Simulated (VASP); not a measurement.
A run of VASP 6.6.1 is set up as follows.

Contents of INCAR:

```
  ALGO = Normal
  EDIFF = 1E-7
  ENCUT = 520
  GGA = CA
  ISIF = 2
  ISMEAR = 1
  LASPH = True
  LCHARG = False
  LREAL = False
  LWAVE = False
  NBANDS = 20
  NELM = 100
  PREC = Accurate
  SIGMA = 0.1
```

Contents of KPOINTS:

```
k-points
0
Gamma
  8 8 7
```

Contents of POSCAR:

```
Ga
1.0
    4.3200000000      0.0000000000      0.0000000000
   -2.1600000000      3.7412300000      0.0000000000
    0.0000000000      0.0000000000      4.4160000000
Ga
2
Direct
    0.3333333333      0.6666666667      0.5000000000
    0.6666666667      0.3333333333      0.5000000000
```

Potentials or basis: VASP PAW LDA potentials, release 64 (Ga_d).

Command:

```sh
$ cat potpaw_LDA.64/Ga_d/POTCAR > POTCAR
$ mpirun -np 1 vasp_std > vasp.out
```

(1) Predict the band gap on the k mesh.

(2) Estimate the pressure.

Answers

(1) zero (band 13 reaches 1.90 eV, above the bottom of band 14 at 0.19 eV).

(2) -2.6 GPa.
